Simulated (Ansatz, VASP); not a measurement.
PtS2 in VASP and in Ansatz

```xyz
3
Lattice="3.5526 0.0000 0.0000 -1.7763 3.0767 0.0000 0.0000 0.0000 5.1227" Properties=species:S:1:pos:R:3 pbc="T T T"
Pt    0.0000    0.0000    0.0000
S     0.0000    2.0511    1.2257
S     1.7763    1.0256    3.8971
```

Alike in both runs: task single point; functional r2SCAN; k mesh 3 × 3 × 3; no spin polarisation.

```csv
,VASP,Ansatz
version,VASP 6.6.1,Ansatz 0.2.0
potentials or method,"VASP PAW PBE potentials, release 64 (Pt, S)",plane waves
plane-wave cutoff (eV),520,500
occupations,"gaussian, width 0.01 eV",fixed
valence electrons in the cell,22,30
```

```tsv
	VASP	Ansatz	Ansatz less VASP
gap on the k mesh at the Fermi level (eV)	1.00	1.01	+0.009
pressure (GPa)	0.9	1.0	+0.08
traceless stress, the component that is largest in VASP (GPa)	0.32	0.34	+0.019
rms of the force components (eV/Å)	0.097	0.094	-0.0038
```

VASP's potentials were made for PBE, not for r2SCAN. Atom by atom the forces differ by 0.004 eV/Å (rms over components). VASP's potentials hold 22 valence electrons a cell and Ansatz's 30, so a difference there can come from the potentials and not from the codes.

The k mesh is coarse, so the values compare programs but aren't converged. Neither program's run includes spin-orbit coupling.
